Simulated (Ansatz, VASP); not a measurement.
AlP in VASP and in Ansatz

File INCAR:

```
SYSTEM = AlP
ALGO     = Normal         ! electronic algorithm
EDIFF    = 1E-6           ! SCF threshold, eV
ENCUT    = 500            ! plane-wave cutoff, eV
GGA      = PE             ! functional
GGA_COMPAT= .False.      
ISIF     = 2              ! what is computed and relaxed
ISMEAR   = 0              ! smearing method
LASPH    = .True.         ! aspherical terms in the spheres
LCHARG   = .False.        ! write CHGCAR
LREAL    = .False.        ! projectors in reciprocal space
LWAVE    = .False.        ! write WAVECAR
NBANDS   = 11             ! bands
NELM     = 120            ! most SCF steps
PREC     = Accurate       ! precision mode
SIGMA    = 0.01           ! smearing width, eV
```

File KPOINTS:

```
k-points
0
Gamma
  6 6 6
  0 0 0
```

File POSCAR:

```
AlP
1.0
    0.0000000000      2.6886644034      2.6886644034
    2.6886644034      0.0000000000      2.6886644034
    2.6886644034      2.6886644034      0.0000000000
Al P
1 1
Direct
    0.0000000000      0.0000000000      0.0000000000
    0.2500000000      0.2500000000      0.2500000000
```

Input for Ansatz:

```yaml
crystal:
  lattice:
    - [0.0, 2.688664403435078, 2.688664403435078]
    - [2.688664403435078, 0.0, 2.688664403435078]
    - [2.688664403435078, 2.688664403435078, 0.0]
  atoms:
    - { symbol: Al, position: [0.0, 0.0, 0.0] }
    - { symbol: P, position: [0.25, 0.25, 0.25] }
basis:
  ecutwfc: 510.0
kpoints:
  mp_grid:
    grid: [6, 6, 6]
hamiltonian:
  xc: pbe
scf:
  occupations:
    method: fixed
output:
  stress: true
```

Alike in both runs: task single point; functional PBE; k mesh 6 × 6 × 6; no spin polarisation.

|  | VASP | Ansatz |
| --- | --- | --- |
| version | VASP 6.6.1 | Ansatz 0.2.0 |
| potentials or method | VASP PAW PBE potentials, release 64 (Al, P), cutoff 500 eV | plane waves, PAW |
| occupations | gaussian, width 0.01 eV | fixed |
| valence electrons in the cell | 8 | 8 |

|  | VASP | Ansatz | Ansatz less VASP |
| --- | --- | --- | --- |
| pressure (GPa) | 6.8 | 6.9 | +0.11 |
